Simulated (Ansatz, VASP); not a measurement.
Ti3Al: VASP beside Ansatz

```xyz
4
Lattice="0.0000 3.0928 3.0928 3.0928 0.0000 3.0928 3.0928 3.0928 0.0000" Properties=species:S:1:pos:R:3 pbc="T T T"
Ti    4.6391    4.6391    4.6391
Ti    1.5464    1.5464    1.5464
Ti    0.0000    0.0000    0.0000
Al    3.0928    3.0928    3.0928
```

Alike in both runs: task single point; functional PBEsol; k mesh 12 × 12 × 12; occupations gaussian, width 0.1 eV; collinear spin.

|  | VASP | Ansatz |
| --- | --- | --- |
| version | VASP 6.6.1 | Ansatz 0.2.0 |
| potentials or method | VASP PAW PBE potentials, release 64 (Ti_sv, Al), cutoff 520 eV | scalar-relativistic, plane waves, PAW |
| valence electrons in the cell | 39 | 39 |

|  | VASP | Ansatz | Ansatz less VASP |
| --- | --- | --- | --- |
| gap on the k mesh at the Fermi level (eV) | none | none | - |
| pressure (GPa) | 12.7 | 13.0 | +0.34 |
| net moment per atom (μB) | 0.32 | 0.32 | 0.000 |
| size of the moment on the site where the two differ most (μB) | 0.70 | 0.68 | -0.026 |

VASP's potentials were made for PBE, not for PBEsol. Site moments also hang on the region over which each program counts them. A gap of «none» marks a metal or a gap that the smearing closes.
